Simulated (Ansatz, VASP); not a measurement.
**GaP in VASP and in Ansatz**

```
Ga P
1.0
     0.00000    2.72530    2.72530
     2.72530    0.00000    2.72530
     2.72530    2.72530    0.00000
Ga P
1 1
Direct
  0.00000 0.00000 0.00000
  0.25000 0.25000 0.25000
```

Alike in both runs: task single point; functional HSE06; k mesh 4 × 4 × 4; occupations gaussian, width 0.01 eV; no spin polarisation.

|  | VASP | Ansatz |
| --- | --- | --- |
| version | VASP 6.6.1 | Ansatz 0.2.0 |
| potentials or method | VASP PAW PBE potentials, release 64 (Ga_d, P) | scalar-relativistic, plane waves, PAW |
| plane-wave cutoff (eV) | 520 | 420 |
| valence electrons in the cell | 18 | 18 |

```csv
,VASP,Ansatz,Ansatz less VASP
gap on the k mesh at the Fermi level (eV),2.31,2.30,-0.004
least direct gap on the mesh (eV),2.84,2.84,+0.004
```

The k mesh is coarse, so the values compare programs but aren't converged.
